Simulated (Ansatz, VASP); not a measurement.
One calculation of Li2S, two programs

File INCAR:

```
PREC     = Accurate       # precision mode
ENCUT    = 750            # plane-wave cutoff, eV
EDIFF    = 1E-6           # SCF threshold, eV
ISMEAR   = 0              # smearing method
SIGMA    = 0.01           # smearing width, eV
LREAL    = F              # projectors in reciprocal space
LASPH    = T              # aspherical terms in the spheres
NELM     = 120            # most SCF steps
ALGO     = Normal         # electronic algorithm
ISIF     = 2              # what is computed and relaxed
LWAVE    = F              # write WAVECAR
LCHARG   = F              # write CHGCAR
GGA      = PS             # functional
NBANDS   = 13             # bands
GGA_COMPAT= F
```

File KPOINTS:

```
Automatic mesh
0
Gamma
  8 8 8
```

File POSCAR:

```
Li2S
1.0
    2.8273111141      2.8273111141      0.0000000000
   -2.8273111141      2.8273111141      0.0000000000
    0.0000000000      2.8273111141      2.8273111141
Li S
2 1
Direct
    0.2500000000      0.7500000000      0.5000000000
    0.7500000000      0.2500000000      0.5000000000
    0.0000000000      0.0000000000      0.0000000000
```

Input for Ansatz:

```yaml
crystal:
  lattice:
    - [2.8273111141, 2.8273111141, 0.0]
    - [-2.8273111141, 2.8273111141, 0.0]
    - [0.0, 2.8273111141, 2.8273111141]
  atoms:
    - { symbol: Li, position: [0.25, 0.75, 0.5] }
    - { symbol: Li, position: [0.75, 0.25, 0.5] }
    - { symbol: S, position: [0.0, 0.0, 0.0] }
kpoints:
  mp_grid: { grid: [8, 8, 8] }
scf:
  occupations: { method: fixed }
  convergence: { dr2_threshold: 1.0e-10 }
hamiltonian:
  xc: pbesol
  pseudopotentials: { kind: all_electron, lapw: { basis_error: 0.0005 } }
output:
  forces: true
  stress: true
  eigenstates:
    kpoints:
      - [0.0, 0.0, 0.0]
      - [-0.5, 0.5, 0.0]
      - [-0.5, -0.5, -0.5]
      - [0.0, 0.0, -0.5]
      - [0.0, -0.5, -0.5]
      - [0.0, 0.5, 0.0]
      - [-0.5, 0.0, 0.0]
      - [-0.5, 0.0, -0.5]
  eigenvalues: true
```

Change from the starting cell: unstrained.

Alike in both runs: task single point; functional PBEsol; k mesh 8 × 8 × 8; no spin polarisation.

```csv
,VASP,Ansatz
version,VASP 6.6.1,Ansatz 0.2.0
potentials or method,"VASP PAW PBE potentials, release 64 (Li_sv, S), cutoff 750 eV","all-electron LAPW, scalar-relativistic"
occupations,"gaussian, width 0.01 eV",fixed
```

```tsv
	VASP	Ansatz	Ansatz less VASP
gap on the k mesh at the Fermi level (eV)	3.20	3.20	+0.001
pressure (GPa)	0.0	0.0	+0.03
```

VASP's potentials were made for PBE, not for PBEsol. Ansatz ran all-electron here, and VASP with PAW potentials.
